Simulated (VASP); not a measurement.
A run of VASP 6.6.1 is set up as follows.

INCAR

```
SYSTEM = MnO
ALGO = Normal
EDIFF = 1E-6
ENCUT = 600
GGA = PE
GGA_COMPAT = .False.
ISIF = 2
ISMEAR = 0
LASPH = .True.
LCHARG = .False.
LREAL = .False.
LWAVE = .False.
NBANDS = 27
NELM = 120
PREC = Accurate
SIGMA = 0.05
```

Contents of KPOINTS:

```
k-points
0
Gamma
  12 12 6
  0 0 0
```

POSCAR

```
MnO
1.0
    3.3980152691      0.0000000000      0.0000000000
   -1.6990076346      2.9427675455      0.0000000000
    0.0000000000      0.0000000000      5.3024085056
Mn O
2 2
Direct
    0.3333333333      0.6666666667     -0.0020889673
    0.6666666667      0.3333333333      0.4979110327
    0.3333333333      0.6666666667      0.3885189673
    0.6666666667      0.3333333333      0.8885189673
```

Potentials or basis: VASP PAW PBE potentials, release 64 (Mn_pv, O).

Launch:

```console
$ cat potpaw_PBE.64/Mn_pv/POTCAR potpaw_PBE.64/O/POTCAR > POTCAR
$ mpirun -np 1 vasp_std > vasp.out
```

Predict the band gap on the k mesh.

zero (band 19 reaches 5.86 eV, above the bottom of band 20 at 4.96 eV).

What does it give for the largest force?

0.259 eV/Å.

Forces on the atoms (eV/Å):
```
Mn   0.000  0.000  0.259
Mn   0.000  0.000  0.259
O    0.000  0.000 -0.259
O    0.000  0.000 -0.259
```

Caveat: the run has no spin polarisation, though such a crystal can be magnetic; semilocal functionals often make such compounds metallic where correlation or magnetic order opens a gap, which also shifts bond lengths. Spin polarisation is off, so any magnetic state and its effect on volume and gap are missing.
